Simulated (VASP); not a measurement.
Runs of VASP 6.6.1 on HfO2. The structure is that of space group Fm-3m (No. 225), or close to it. The cells are those of the table. 

```tsv
level	cell	k mesh	smearing	grid for exact exchange (PRECFOCK)	screening parameter	gap on the mesh (eV)	pressure (GPa)
r2SCAN	a = 3.577, b = 3.577, c = 3.534 Å, angles 60.4, 60.4, 60.8°, 3 atoms	8 × 8 × 8	gaussian 0.01 eV	-	-	4.32	(a)
PBE	a = 3.577 Å, angles 60.0°, 3 atoms	8 × 8 × 8	fermi-dirac 0.02 eV	-	-	3.82	(c)
PBE	a = 3.577, b = 3.670, c = 3.670 Å, angles 58.3, 60.8, 60.8°, 3 atoms	8 × 8 × 8	fermi-dirac 0.02 eV	-	-	3.20	-9.6
HSE06	a = 3.528, b = 3.577 Å, angles 59.5, 60.9, 59.5°, 3 atoms	6 × 6 × 6	gaussian 0.01 eV	Normal	0.2079 1/Å	5.18	2.4
PBE	a = 3.577, b = 3.577, c = 3.534 Å, angles 60.4, 60.4, 60.8°, 3 atoms	8 × 8 × 8	fermi-dirac 0.02 eV	-	-	3.82	(b)
```

Alike in all rows: task single point; potentials or basis VASP PAW PBE potentials, release 64 (Hf_pv, O); no spin polarisation; cutoff (eV) 520.

Fill in the values left out.

(a) -3.9; (b) 2.2; (c) 2.1.

Caveats: spin-orbit coupling is left out, which moves the levels of the heavy elements; the PAW data sets were made with another functional, which shifts forces and pressure a little (some runs).

A k mesh can miss the band edges, and the runs leave out spin-orbit coupling on Hf.
